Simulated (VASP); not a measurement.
# LiSb7 (P-62m) in VASP: a series of runs

Runs on LiSb7. Level: PBE. Tasks: single point, relaxation of cell and atoms.

All numbers are computed with VASP 6.6.1; they aren't measurements. Logs are shortened: lines on timing, memory, paths and dates and some standing lists are left out, and cuts for length are marked.

### Step 1. The cell of the first run

It takes space group P-62m (No. 189, hexagonal). The conventional cell has a = 6.121 Å, b = 6.121 Å, c = 7.076 Å, α = 90.00°, β = 90.00°, γ = 120.00°. Li (site symmetry -62m) has 14 Sb at 2.93 to 3.93 Å within 4.0 Å. Sb (site symmetry m) has 2 Li at 2.93 to 3.93 Å and 14 Sb at 3.06 to 4.44 Å within 4.5 Å. Sb (site symmetry -62m) has 12 Sb at 3.20 to 4.14 Å and 2 Li at 3.54 Å within 4.2 Å.

The cell was generated, and may not be a known phase.

### Step 2. Single point, PBE

Input file INCAR:

```
PREC = Accurate ; ENCUT = 520
EDIFF = 1E-6 ; ISMEAR = 0
SIGMA = 0.1 ; LREAL = F
LASPH = T ; NELM = 100
ALGO = Normal ; ISIF = 2
LWAVE = F ; LCHARG = F
GGA = PE ; NBANDS = 29
```

Input file KPOINTS:

```
regular mesh
0
Gamma
  6 6 2
```

Input file POSCAR:

```
LiSb7
1.0
    6.1211187935      0.0000000000      0.0000000000
   -3.0605593968      5.3010443748      0.0000000000
    0.0000000000      0.0000000000      7.0756083331
Li Sb
1 7
Direct
    0.0000000000      0.0000000000      0.5000000000
    0.4078488044      0.0000000000      0.7163800599
    0.0000000000      0.4078488044      0.7163800599
    0.5921511956      0.5921511956      0.7163800599
    0.4078488044      0.0000000000      0.2836199401
    0.0000000000      0.4078488044      0.2836199401
    0.5921511956      0.5921511956      0.2836199401
    0.0000000000      0.0000000000      0.0000000000
```

Potentials or basis: VASP PAW PBE potentials, release 64 (Li_sv, Sb).

Started as:

```
$ cat potpaw_PBE.64/Li_sv/POTCAR potpaw_PBE.64/Sb/POTCAR > POTCAR
$ mpirun -np 1 vasp_std > vasp.out
```

OUTCAR:

```text
PREC = Accurate
   ENCUT = 520
   EDIFF = 1E-6
   ISMEAR = 0
   LREAL = F
   LASPH = T
   NELM = 100
   ISIF = 2
   GGA = PE

 ion  position               nearest neighbor table
   1  0.000  0.000  0.500-   2 2.93   5 2.93   4 2.93   7 2.93   6 2.93   3 2.93
   2  0.408  0.000  0.716-   1 2.93   5 3.06   8 3.20   3 3.21   3 3.21   4 3.21   4 3.21
   3  0.000  0.408  0.716-   1 2.93   6 3.06   8 3.20   4 3.21   2 3.21   4 3.21   2 3.21
   4  0.592  0.592  0.716-   1 2.93   7 3.06   8 3.20   3 3.21   3 3.21   2 3.21   2 3.21
   5  0.408  0.000  0.284-   1 2.93   2 3.06   8 3.20   6 3.21   6 3.21   7 3.21   7 3.21
   6  0.000  0.408  0.284-   1 2.93   3 3.06   8 3.20   7 3.21   5 3.21   7 3.21   5 3.21
   7  0.592  0.592  0.284-   1 2.93   4 3.06   8 3.20   6 3.21   6 3.21   5 3.21   5 3.21
   8  0.000  0.000  0.000-   2 3.20   5 3.20   4 3.20   7 3.20   6 3.20   3 3.20

  LATTYP: Found a hexagonal cell.
 ALAT       =     6.1211187935
 C/A-ratio  =     1.1559338369

  Lattice vectors:

 A1 = (   6.1211187935,   0.0000000000,   0.0000000000)
 A2 = (  -3.0605593968,   5.3010443748,   0.0000000000)
 A3 = (   0.0000000000,   0.0000000000,   7.0756083331)

Analysis of symmetry for initial positions (statically):
=====================================================================
 Subroutine PRICEL returns:
 Original cell was already a primitive cell.

 Routine SETGRP: Setting up the symmetry group for a
 hexagonal supercell.

 Subroutine GETGRP returns: Found 12 space group operations
 (whereof 12 operations were pure point group operations)
 out of a pool of 24 trial point group operations.

The static configuration has the point symmetry D_3h.

Analysis of symmetry for dynamics (positions and initial velocities):
=====================================================================
 Subroutine PRICEL returns:
 Original cell was already a primitive cell.

 Routine SETGRP: Setting up the symmetry group for a
 hexagonal supercell.

 Subroutine GETGRP returns: Found 12 space group operations
 (whereof 12 operations were pure point group operations)
 out of a pool of 24 trial point group operations.

The dynamic configuration has the point symmetry D_3h.

 Subroutine INISYM returns: Found 12 space group operations
 (whereof 12 operations are pure point group operations),
 and found     1 'primitive' translations

----------------------------------------------------------------------------------------

                                     Primitive cell

  volume of cell :     229.5916

  direct lattice vectors                    reciprocal lattice vectors
     6.121118793  0.000000000  0.000000000     0.163368827  0.094321037  0.000000000
    -3.060559397  5.301044375  0.000000000     0.000000000  0.188642073  0.000000000
     0.000000000  0.000000000  7.075608333     0.000000000  0.000000000  0.141330604

  length of vectors
     6.121118793  6.121118794  7.075608333     0.188642073  0.188642073  0.141330604

  position of ions in fractional coordinates (direct lattice)
     0.000000000  0.000000000  0.500000000
     0.407848804  0.000000000  0.716380060
     0.000000000  0.407848804  0.716380060
     0.592151196  0.592151196  0.716380060
     0.407848804  0.000000000  0.283619940
     0.000000000  0.407848804  0.283619940
     0.592151196  0.592151196  0.283619940
     0.000000000  0.000000000  0.000000000

  ion indices of the primitive-cell ions
   primitive index   ion index
                 1           1
                 2           2
                 3           3
                 4           4
                 5           5
                 6           6
                 7           7
                 8           8

----------------------------------------------------------------------------------------

 KPOINTS: regular mesh

Automatic generation of k-mesh.
 Grid dimensions read from file:
 generate k-points for:    6    6    2

 Generating k-lattice:

  Cartesian coordinates                     Fractional coordinates (reciprocal lattice)
     0.027228138  0.015720173  0.000000000     0.166666667  0.000000000  0.000000000
     0.000000000  0.031440346  0.000000000     0.000000000  0.166666667  0.000000000
     0.000000000  0.000000000  0.070665302     0.000000000  0.000000000  0.500000000

  Length of vectors
     0.031440346  0.031440346  0.070665302

  Shift w.r.t. Gamma in fractional coordinates (k-lattice)
     0.000000000  0.000000000  0.000000000

 Subroutine IBZKPT returns following result:
 ===========================================

 Found     14 irreducible k-points:

 Following reciprocal coordinates:
            Coordinates               Weight
  0.000000  0.000000  0.000000      1.000000
  0.166667  0.000000  0.000000      6.000000
  0.333333 -0.000000  0.000000      6.000000
  0.500000  0.000000  0.000000      3.000000
  0.166667  0.166667  0.000000      6.000000
  0.333333  0.166667  0.000000     12.000000
  0.333333  0.333333  0.000000      2.000000
  0.000000  0.000000  0.500000      1.000000
  0.166667  0.000000  0.500000      6.000000
  0.333333 -0.000000  0.500000      6.000000
  0.500000  0.000000  0.500000      3.000000
  0.166667  0.166667  0.500000      6.000000
  0.333333  0.166667  0.500000     12.000000
  0.333333  0.333333  0.500000      2.000000
   k-points           NKPTS =     14   k-points in BZ     NKDIM =     14   number of bands    NBANDS=     29
   number of dos      NEDOS =    301   number of ions     NIONS =      8
   total plane-waves  NPLWV = 124416
   dimension x,y,z NGX =    48 NGY =   48 NGZ =   54
   dimension x,y,z NGXF=    96 NGYF=   96 NGZF=  108
   ions per type =               1   7
   NGX,Y,Z   is equivalent  to a cutoff of  13.04, 13.04, 12.69 a.u.
   NGXF,Y,Z  is equivalent  to a cutoff of  26.07, 26.07, 25.38 a.u.
 SYSTEM =  unknown system
   PREC   = accura    normal or accurate (medium, high low for compatibility)
   ISTART =      0    job   : 0-new  1-cont  2-samecut
   ICHARG =      2    charge: 1-file 2-atom 10-const
   ISPIN  =      1    spin polarized calculation?
   LNONCOLLINEAR =      F non collinear calculations
   LSORBIT =      F    spin-orbit coupling
   LASPH  =      T    aspherical Exc in radial PAW
   ENCUT  =  520.0 eV  38.22 Ry    6.18 a.u.  11.38 11.38 13.16*2*pi/ulx,y,z
   NELM   =    100;   NELMIN=  2; NELMDL= -5     # of ELM steps
   EDIFF  = 0.1E-05   stopping-criterion for ELM
   LREAL  =      F    real-space projection
   EDIFFG = 0.1E-04   stopping-criterion for IOM
   NSW    =      0    number of steps for IOM
   IBRION =     -1    ionic relax: 0-MD 1-quasi-New 2-CG
   NFREE  =      0    steps in history (QN), initial steepest desc. (CG)
   ISIF   =      2    stress and relaxation
   ISYM   =      2    0-nonsym 1-usesym 2-fastsym
   POTIM  = 0.5000    time-step for ionic-motion
   TEBEG  =    0.0;   TEEND  =   0.0 temperature during run
   PSTRESS=    0.0 pullay stress
   NELECT =      38.0000    total number of electrons
   NUPDOWN=      -1.0000    fix difference up-down
   EMIN   =  10.00;   EMAX   =-10.00  energy-range for DOS
   EFERMI =   0.00;   METHOD = LEGACY
   ISMEAR =     0;   SIGMA  =   0.10  broadening in eV -4-tet -1-fermi 0-gaus
   EFERMI_NEDOS =   21; number of points for ismear=-14 and -15
   IALGO  =     38    algorithm
   IMIX   =      4    mixing-type and parameters
     AMIX     =   0.40;   BMIX     =  1.00
     AMIX_MAG =   1.60;   BMIX_MAG =  1.00
  volume/ion in A,a.u.               =      28.70       193.67
  Fermi-wavevector in a.u.,A,eV,Ry     =   0.898843  1.698568 10.992411  0.807919
  Thomas-Fermi vector in A             =   2.021603
   LORBIT       =      0    0 simple, 1 ext, 2 COOP (PROOUT), +10 PAW based schemes
   GGA     = PE    functional components
   LHFCALC =     F    Hartree Fock is set to
   AEXX    =    0.0000 exact exchange contribution
   IVDW    =     0    specifies the selected vdW correction
   LEPSILON=     F    determine dielectric tensor
   LRPA    =     F    only Hartree local field effects (RPA)
 non-spin polarized calculation
 Gauss-broadening in eV      SIGMA  =   0.10
  energy-cutoff  :      520.00
  volume of cell :      229.59
 maximum number of plane-waves:      6212
 NGX is ok and might be reduce to    48
   NGX = 23   NGY = 23   NGZ = 27

 number of electron      37.9999982 magnetization

 Free energy of the ion-electron system (eV)
  ---------------------------------------------------
  ext. energy  EPLUGINS =         0.00000000
  ---------------------------------------------------
  free energy    TOTEN  =       -30.25415516 eV

  energy without entropy =      -30.22902780  energy(sigma->0) =      -30.24159148

 E-fermi :   6.4402     XC(G=0):  -9.4020

 val. band max:        6.4257405962   @ k =   0.1667   0.1667   0.5000
 cond. band min:       6.4557895708   @ k =   0.3333   0.1667   0.5000
 fundamental gap:      0.0300489746
 Fermi energy:         6.4402421062

 k-point     1 :       0.0000    0.0000    0.0000
  band No.  band energies     occupation
      1     -40.1127      2.00000
      2      -5.5439      2.00000
      3      -3.7059      2.00000
      4      -2.4872      2.00000
      5      -2.1471      2.00000
      6      -2.1471      2.00000
[... 21 lines left out ...]
     28      11.1252      0.00000
     29      11.2070      0.00000

 k-point     2 :       0.1667    0.0000    0.0000
  band No.  band energies     occupation
      1     -40.1127      2.00000
      2      -5.4101      2.00000
      3      -3.5734      2.00000
      4      -2.7953      2.00000
      5      -2.4510      2.00000
      6      -1.9948      2.00000
[... 21 lines left out ...]
     28      10.3366      0.00000
     29      11.1508      0.00000

 k-point     3 :       0.3333   -0.0000    0.0000
  band No.  band energies     occupation
      1     -40.1126      2.00000
      2      -5.0157      2.00000
      3      -3.5502      2.00000
      4      -3.1923      2.00000
      5      -2.7630      2.00000
      6      -1.8565      2.00000
[... 21 lines left out ...]
     28      10.0899      0.00000
     29      10.7646      0.00000

 k-point     4 :       0.5000    0.0000    0.0000
  band No.  band energies     occupation
      1     -40.1126      2.00000
      2      -4.4701      2.00000
      3      -4.2704      2.00000
      4      -2.8602      2.00000
      5      -2.7846      2.00000
      6      -2.1604      2.00000
[... 21 lines left out ...]
     28      10.0889      0.00000
     29      10.3196      0.00000

 k-point     5 :       0.1667    0.1667    0.0000
  band No.  band energies     occupation
      1     -40.1127      2.00000
      2      -5.1457      2.00000
      3      -3.3148      2.00000
      4      -3.1310      2.00000
      5      -3.0019      2.00000
      6      -1.7738      2.00000
[... 21 lines left out ...]
     28      10.6580      0.00000
     29      10.7808      0.00000
[... 190 lines left out ...]
     28       9.6760      0.00000
     29      11.1148      0.00000

 k-point    12 :       0.1667    0.1667    0.5000
  band No.  band energies     occupation
      1     -40.1127      2.00000
      2      -4.7241      2.00000
      3      -4.3413      2.00000
      4      -2.7870      2.00000
      5      -2.3931      2.00000
      6      -2.2229      2.00000
[... 21 lines left out ...]
     28      10.4109      0.00000
     29      10.6037      0.00000

 k-point    13 :       0.3333    0.1667    0.5000
  band No.  band energies     occupation
      1     -40.1126      2.00000
      2      -4.2938      2.00000
      3      -3.8853      2.00000
      4      -3.4337      2.00000
      5      -2.9717      2.00000
      6      -2.4164      2.00000
[... 21 lines left out ...]
     28       9.7741      0.00000
     29      10.9157      0.00000

 k-point    14 :       0.3333    0.3333    0.5000
  band No.  band energies     occupation
      1     -40.1126      2.00000
      2      -3.8556      2.00000
      3      -3.8556      2.00000
      4      -3.6234      2.00000
      5      -2.8468      2.00000
      6      -2.8468      2.00000
[... 21 lines left out ...]
     28       9.8826      0.00000
     29       9.8826      0.00000

------------------------ aborting loop because EDIFF is reached ----------------------------------------

  FORCE on cell =-STRESS in cart. coord.  units (eV):
  Direction    XX          YY          ZZ          XY          YZ          ZX
  --------------------------------------------------------------------------------------
  -------------------------------------------------------------------------------------
  Total        0.3271180      0.3271180     -0.2864873     -0.0000000      0.0000000      0.0000000
  in kB        2.2827533      2.2827533     -1.9992173     -0.0000000      0.0000000      0.0000000
  external PRESSURE =       0.8554298 kB  Pullay stress =       0.0000000 kB

 VOLUME and BASIS-vectors are now :
 -----------------------------------------------------------------------------
  energy-cutoff  :      520.00
  volume of cell :      229.59
      direct lattice vectors                 reciprocal lattice vectors
     6.121118793  0.000000000  0.000000000     0.163368827  0.094321037  0.000000000
    -3.060559397  5.301044375  0.000000000     0.000000000  0.188642073  0.000000000
     0.000000000  0.000000000  7.075608333     0.000000000  0.000000000  0.141330604

 POSITION                                       TOTAL-FORCE (eV/Angst)
 -----------------------------------------------------------------------------------
      0.00000      0.00000      3.53780        -0.000000     -0.000000     -0.000000
      2.49649      0.00000      5.06882         0.020729     -0.000000     -0.022009
     -1.24825      2.16202      5.06882        -0.010364      0.017951     -0.022009
      1.81231      3.13902      5.06882        -0.010364     -0.017951     -0.022009
      2.49649      0.00000      2.00678         0.020729     -0.000000      0.022009
     -1.24825      2.16202      2.00678        -0.010364      0.017951      0.022009
      1.81231      3.13902      2.00678        -0.010364     -0.017951      0.022009
      0.00000      0.00000      0.00000        -0.000000     -0.000000     -0.000000
 -----------------------------------------------------------------------------------
    total drift:                               -0.000000     -0.000001     -0.000000

  FREE ENERGIE OF THE ION-ELECTRON SYSTEM (eV)
  ---------------------------------------------------
  free  energy   TOTEN  =       -30.2541551578 eV

  energy  without entropy=      -30.2290277977  energy(sigma->0) =      -30.24159148
```

It took 81 s on 1 thread of Intel Xeon Platinum 8488C (Sapphire Rapids), shared host; peak memory 0.37 GiB.

What came out:

```
Free energy            : -30.2542 eV
Largest force          : 0.030 eV/Å
Band gap on the k mesh : zero (bands 19 and 20 overlap by 0.80 eV)
```

Forces on the atoms (eV/Å):
```
Li   0.000  0.000  0.000
Sb   0.021  0.000 -0.022
Sb  -0.010  0.018 -0.022
Sb  -0.010 -0.018 -0.022
Sb   0.021  0.000  0.022
Sb  -0.010  0.018  0.022
Sb  -0.010 -0.018  0.022
Sb   0.000  0.000  0.000
```

Levels at points of the mesh, in eV from the Fermi level:
| k point | band 15 | band 16 | band 17 | band 18 | band 19 | band 20 | band 21 | band 22 | band 23 | band 24 |
| --- | --- | --- | --- | --- | --- | --- | --- | --- | --- | --- |
| (0.00, 0.00, 0.00) | -2.37 | -2.37 | -2.14 | -2.14 | -0.23 | 0.47 | 0.47 | 1.04 | 3.15 | 3.65 |
| (0.50, 0.00, 0.00) | -1.78 | -0.57 | -0.36 | -0.10 | 0.21 | 0.30 | 0.35 | 1.31 | 1.64 | 1.99 |
| (0.00, 0.00, 0.50) | -3.37 | -2.33 | -1.28 | -0.58 | -0.58 | 0.41 | 0.41 | 1.42 | 2.54 | 2.54 |
| (0.50, 0.00, 0.50) | -1.57 | -1.44 | -1.01 | -0.60 | -0.48 | 0.12 | 0.45 | 0.47 | 1.27 | 1.48 |

Caveat: the k points lie up to 0.44 Å⁻¹ apart, too coarse for converged energies and pressures of a metal; the cutoff is under 1.25 times the usual one of these potentials, so pressure, stress and relaxed cells hold a basis-set (Pulay) error; spin-orbit coupling is left out, which moves the levels of the heavy elements.

[end of part 1 of 2]

The gap in the log of VASP goes by the Fermi energy; the results here count the filled bands.